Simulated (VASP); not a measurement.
# KRu (P4/mmm) in VASP: notebook

Runs on KRu. Level: PBE. Tasks: single point.

All numbers are computed with VASP 6.6.1; they aren't measurements. Logs are shortened: lines on timing, memory, paths and dates and some standing lists are left out, and cuts for length are marked.

### Step 1. The cell of the first run

Symmetry: P4/mmm, No. 123, tetragonal system. Conventional cell: a = 2.690 Å, b = 2.690 Å, c = 5.626 Å, α = 90.00°, β = 90.00°, γ = 90.00°. K (site symmetry 4/mmm) has 4 K at 2.69 Å and 8 Ru at 3.40 Å within 3.5 Å. Ru (site symmetry 4/mmm) has 4 Ru at 2.69 Å and 8 K at 3.40 Å within 3.5 Å.

### Step 2. Single point, PBE

INCAR

```
ALGO = Fast
EDIFF = 1E-6
ENCUT = 520
GGA = PE
ISIF = 2
ISMEAR = 0
LASPH = True
LCHARG = False
LREAL = False
LWAVE = False
NBANDS = 18
NELM = 100
PREC = Accurate
SIGMA = 0.1
```

KPOINTS

```
k-points
0
Gamma
  16 16 12
```

POSCAR

```
KRu
1.0
    2.6902939310      0.0000000000      0.0000000000
    0.0000000000      2.6902939310      0.0000000000
    0.0000000000      0.0000000000      5.6255389508
K Ru
1 1
Direct
    0.5000000000      0.5000000000      0.5000000000
    0.0000000000      0.0000000000      0.0000000000
```

Potentials or basis: VASP PAW PBE potentials, release 64 (K_sv, Ru_pv).

On the command line:

```
$ cat potpaw_PBE.64/K_sv/POTCAR potpaw_PBE.64/Ru_pv/POTCAR > POTCAR
$ mpirun -np 1 vasp_std > vasp.out
```

OUTCAR:

```text
EDIFF = 1E-6
   ENCUT = 520
   GGA = PE
   ISIF = 2
   ISMEAR = 0
   LASPH = True
   LREAL = False
   NELM = 100
   PREC = Accurate

 ion  position               nearest neighbor table
   1  0.500  0.500  0.500-   2 3.40   2 3.40   2 3.40   2 3.40   2 3.40   2 3.40   2 3.40   2 3.40

   2  0.000  0.000  0.000-   1 3.40   1 3.40   1 3.40   1 3.40   1 3.40   1 3.40   1 3.40   1 3.40

  LATTYP: Found a simple tetragonal cell.
 ALAT       =     2.6902939310
 C/A-ratio  =     2.0910499355

  Lattice vectors:

 A1 = (   2.6902939310,   0.0000000000,   0.0000000000)
 A2 = (   0.0000000000,   2.6902939310,   0.0000000000)
 A3 = (   0.0000000000,   0.0000000000,   5.6255389508)

Analysis of symmetry for initial positions (statically):
=====================================================================
 Subroutine PRICEL returns:
 Original cell was already a primitive cell.

 Routine SETGRP: Setting up the symmetry group for a
 simple tetragonal supercell.

 Subroutine GETGRP returns: Found 16 space group operations
 (whereof 16 operations were pure point group operations)
 out of a pool of 16 trial point group operations.

The static configuration has the point symmetry D_4h.

Analysis of symmetry for dynamics (positions and initial velocities):
=====================================================================
 Subroutine PRICEL returns:
 Original cell was already a primitive cell.

 Routine SETGRP: Setting up the symmetry group for a
 simple tetragonal supercell.

 Subroutine GETGRP returns: Found 16 space group operations
 (whereof 16 operations were pure point group operations)
 out of a pool of 16 trial point group operations.

The dynamic configuration has the point symmetry D_4h.

 Subroutine INISYM returns: Found 16 space group operations
 (whereof 16 operations are pure point group operations),
 and found     1 'primitive' translations

----------------------------------------------------------------------------------------

                                     Primitive cell

  volume of cell :      40.7159

  direct lattice vectors                    reciprocal lattice vectors
     2.690293931  0.000000000  0.000000000     0.371706596  0.000000000  0.000000000
     0.000000000  2.690293931  0.000000000     0.000000000  0.371706596  0.000000000
     0.000000000  0.000000000  5.625538951     0.000000000  0.000000000  0.177760746

  length of vectors
     2.690293931  2.690293931  5.625538951     0.371706596  0.371706596  0.177760746

  position of ions in fractional coordinates (direct lattice)
     0.500000000  0.500000000  0.500000000
     0.000000000  0.000000000  0.000000000

  ion indices of the primitive-cell ions
   primitive index   ion index
                 1           1
                 2           2

----------------------------------------------------------------------------------------

 KPOINTS: k-points

Automatic generation of k-mesh.
 Grid dimensions read from file:
 generate k-points for:   16   16   12

 Generating k-lattice:

  Cartesian coordinates                     Fractional coordinates (reciprocal lattice)
     0.023231662  0.000000000  0.000000000     0.062500000  0.000000000  0.000000000
     0.000000000  0.023231662  0.000000000     0.000000000  0.062500000  0.000000000
     0.000000000  0.000000000  0.014813395     0.000000000  0.000000000  0.083333333

  Length of vectors
     0.023231662  0.023231662  0.014813395

  Shift w.r.t. Gamma in fractional coordinates (k-lattice)
     0.000000000  0.000000000  0.000000000

 Subroutine IBZKPT returns following result:
 ===========================================

 Found    315 irreducible k-points:

 Following reciprocal coordinates:
            Coordinates               Weight
  0.000000  0.000000  0.000000      1.000000
  0.062500  0.000000  0.000000      4.000000
  0.125000  0.000000  0.000000      4.000000
  0.187500  0.000000  0.000000      4.000000
  0.250000  0.000000  0.000000      4.000000
  0.312500  0.000000  0.000000      4.000000
[... 16 lines left out ...]
  0.437500  0.125000  0.000000      8.000000
  0.500000  0.125000  0.000000      4.000000
 [... further k-points ...]
   k-points           NKPTS =    315   k-points in BZ     NKDIM =    315   number of bands    NBANDS=     18
   number of dos      NEDOS =    301   number of ions     NIONS =      2
   total plane-waves  NPLWV =  16800
   dimension x,y,z NGX =    20 NGY =   20 NGZ =   42
   dimension x,y,z NGXF=    40 NGYF=   40 NGZF=   84
   ions per type =               1   1
   NGX,Y,Z   is equivalent  to a cutoff of  12.36, 12.36, 12.41 a.u.
   NGXF,Y,Z  is equivalent  to a cutoff of  24.72, 24.72, 24.82 a.u.
 SYSTEM =  unknown system
   PREC   = accura    normal or accurate (medium, high low for compatibility)
   ISTART =      0    job   : 0-new  1-cont  2-samecut
   ICHARG =      2    charge: 1-file 2-atom 10-const
   ISPIN  =      1    spin polarized calculation?
   LNONCOLLINEAR =      F non collinear calculations
   LSORBIT =      F    spin-orbit coupling
   LASPH  =      T    aspherical Exc in radial PAW
   ENCUT  =  520.0 eV  38.22 Ry    6.18 a.u.   5.00  5.00 10.46*2*pi/ulx,y,z
   NELM   =    100;   NELMIN=  2; NELMDL= -5     # of ELM steps
   EDIFF  = 0.1E-05   stopping-criterion for ELM
   LREAL  =      F    real-space projection
   EDIFFG = 0.1E-04   stopping-criterion for IOM
   NSW    =      0    number of steps for IOM
   IBRION =     -1    ionic relax: 0-MD 1-quasi-New 2-CG
   NFREE  =      0    steps in history (QN), initial steepest desc. (CG)
   ISIF   =      2    stress and relaxation
   ISYM   =      2    0-nonsym 1-usesym 2-fastsym
   POTIM  = 0.5000    time-step for ionic-motion
   TEBEG  =    0.0;   TEEND  =   0.0 temperature during run
   PSTRESS=    0.0 pullay stress
   NELECT =      23.0000    total number of electrons
   NUPDOWN=      -1.0000    fix difference up-down
   EMIN   =  10.00;   EMAX   =-10.00  energy-range for DOS
   EFERMI =   0.00;   METHOD = LEGACY
   ISMEAR =     0;   SIGMA  =   0.10  broadening in eV -4-tet -1-fermi 0-gaus
   EFERMI_NEDOS =   21; number of points for ismear=-14 and -15
   IALGO  =     68    algorithm
   IMIX   =      4    mixing-type and parameters
     AMIX     =   0.40;   BMIX     =  1.00
     AMIX_MAG =   1.60;   BMIX_MAG =  1.00
  volume/ion in A,a.u.               =      20.36       137.38
  Fermi-wavevector in a.u.,A,eV,Ry     =   1.353307  2.557379 24.918242  1.831439
  Thomas-Fermi vector in A             =   2.480573
   LORBIT       =      0    0 simple, 1 ext, 2 COOP (PROOUT), +10 PAW based schemes
   GGA     = PE    functional components
   LHFCALC =     F    Hartree Fock is set to
   AEXX    =    0.0000 exact exchange contribution
   IVDW    =     0    specifies the selected vdW correction
   LEPSILON=     F    determine dielectric tensor
   LRPA    =     F    only Hartree local field effects (RPA)
 non-spin polarized calculation
 RMM-DIIS sequential band-by-band and
 Gauss-broadening in eV      SIGMA  =   0.10
  energy-cutoff  :      520.00
  volume of cell :       40.72
 maximum number of plane-waves:      1120
   NGX = 11   NGY = 11   NGZ = 21

 number of electron      23.0000013 magnetization

 Free energy of the ion-electron system (eV)
  ---------------------------------------------------
  ext. energy  EPLUGINS =         0.00000000
  ---------------------------------------------------
  free energy    TOTEN  =        -7.66811339 eV

  energy without entropy =       -7.65409743  energy(sigma->0) =       -7.66110541

 E-fermi :   5.5763     XC(G=0): -10.7420

 val. band max:        5.5746968043   @ k =   0.2500   0.2500   0.0000
 cond. band min:       5.5764423819   @ k =   0.3750   0.1250   0.2500
 fundamental gap:      0.0017455777
 Fermi energy:         5.5762645532

 k-point     1 :       0.0000    0.0000    0.0000
  band No.  band energies     occupation
      1     -36.5169      2.00000
      2     -36.5169      2.00000
      3     -36.4669      2.00000
      4     -26.8125      2.00000
      5      -9.9820      2.00000
      6      -8.5639      2.00000
[... 10 lines left out ...]
     17      14.8274      0.00000
     18      15.3037      0.00000

 k-point     2 :       0.0625    0.0000    0.0000
  band No.  band energies     occupation
      1     -36.5380      2.00000
      2     -36.5152      2.00000
      3     -36.4647      2.00000
      4     -26.7907      2.00000
      5      -9.9619      2.00000
      6      -8.7087      2.00000
[... 10 lines left out ...]
     17      14.8311      0.00000
     18      15.0538      0.00000

 k-point     3 :       0.1250    0.0000    0.0000
  band No.  band energies     occupation
      1     -36.5977      2.00000
      2     -36.5102      2.00000
      3     -36.4584      2.00000
      4     -26.7278      2.00000
      5      -9.9040      2.00000
      6      -9.1051      2.00000
[... 10 lines left out ...]
     17      14.4921      0.00000
     18      14.8165      0.00000

 k-point     4 :       0.1875    0.0000    0.0000
  band No.  band energies     occupation
      1     -36.6863      2.00000
      2     -36.5027      2.00000
      3     -36.4490      2.00000
      4     -26.6314      2.00000
      5      -9.8157      2.00000
      6      -9.6612      2.00000
[... 375 lines left out ...]
      4     -26.2062      2.00000
      5     -11.2242      2.00000
      6      -9.4324      2.00000
[... 10 lines left out ...]
     17      13.1406      0.00000
     18      13.9834      0.00000

 k-point    23 :       0.4375    0.1250    0.0000
  band No.  band energies     occupation
      1     -37.0252      2.00000
      2     -36.5507      2.00000
      3     -36.4030      2.00000
      4     -26.1336      2.00000
      5     -11.5203      2.00000
      6      -9.3678      2.00000
[... 10 lines left out ...]
     17      12.5060      0.00000
     18      14.2560      0.00000

 k-point    24 :       0.5000    0.1250    0.0000
  band No.  band energies     occupation
      1     -37.0449      2.00000
      2     -36.5488      2.00000
      3     -36.4007      2.00000
      4     -26.1077      2.00000
      5     -11.6227      2.00000
      6      -9.3449      2.00000
[... 10 lines left out ...]
     17      12.2167      0.00000
     18      14.3664      0.00000

 [... further k-points ...]

------------------------ aborting loop because EDIFF is reached ----------------------------------------

  FORCE on cell =-STRESS in cart. coord.  units (eV):
  Direction    XX          YY          ZZ          XY          YZ          ZX
  --------------------------------------------------------------------------------------
  -------------------------------------------------------------------------------------
  Total        0.0998368      0.0998368      0.0375480      0.0000000      0.0000000     -0.0000000
  in kB        3.9285971      3.9285971      1.4775203      0.0000000      0.0000000     -0.0000000
  external PRESSURE =       3.1115715 kB  Pullay stress =       0.0000000 kB

 VOLUME and BASIS-vectors are now :
 -----------------------------------------------------------------------------
  energy-cutoff  :      520.00
  volume of cell :       40.72
      direct lattice vectors                 reciprocal lattice vectors
     2.690293931  0.000000000  0.000000000     0.371706596  0.000000000  0.000000000
     0.000000000  2.690293931  0.000000000     0.000000000  0.371706596  0.000000000
     0.000000000  0.000000000  5.625538951     0.000000000  0.000000000  0.177760746

 POSITION                                       TOTAL-FORCE (eV/Angst)
 -----------------------------------------------------------------------------------
      1.34515      1.34515      2.81277         0.000000      0.000000      0.000000
      0.00000      0.00000      0.00000         0.000000      0.000000      0.000000
 -----------------------------------------------------------------------------------
    total drift:                                0.000000      0.000000      0.000000

  FREE ENERGIE OF THE ION-ELECTRON SYSTEM (eV)
  ---------------------------------------------------
  free  energy   TOTEN  =        -7.6681133860 eV

  energy  without entropy=       -7.6540974271  energy(sigma->0) =       -7.66110541
```

Wall time 2 min (1 thread of Intel Xeon Platinum 8488C (Sapphire Rapids), shared host); peak memory 0.33 GiB.

Results:

* Free energy: -7.6681 eV
* Pressure: 0.3 GPa
* Band gap on the k mesh: zero (an odd number of electrons rules out a gap without spin polarisation)

Levels at points of the mesh, in eV from the Fermi level:
```csv
k point,band 7,band 8,band 9,band 10,band 11,band 12,band 13,band 14,band 15,band 16
"(0.00, 0.00, 0.00)",-14.14,-5.03,-3.69,-2.58,0.39,0.39,1.29,1.52,2.41,3.17
"(0.50, 0.00, 0.00)",-13.81,-3.10,-2.65,-0.83,-0.50,0.72,0.73,1.08,4.32,5.25
"(0.50, 0.50, 0.00)",-14.50,-4.08,-2.16,-2.16,-1.28,1.72,2.69,5.20,5.20,6.26
"(0.00, 0.00, 0.50)",-14.14,-4.54,-3.69,-1.64,-1.12,0.42,0.42,1.29,2.83,3.13
"(0.50, 0.00, 0.50)",-13.81,-3.18,-3.00,-1.61,-0.51,0.70,1.67,3.58,4.11,4.30
"(0.50, 0.50, 0.50)",-14.51,-3.99,-1.93,-1.93,-0.13,-0.04,2.69,3.31,3.31,7.13
```

(Continued in part 2 of 2.)
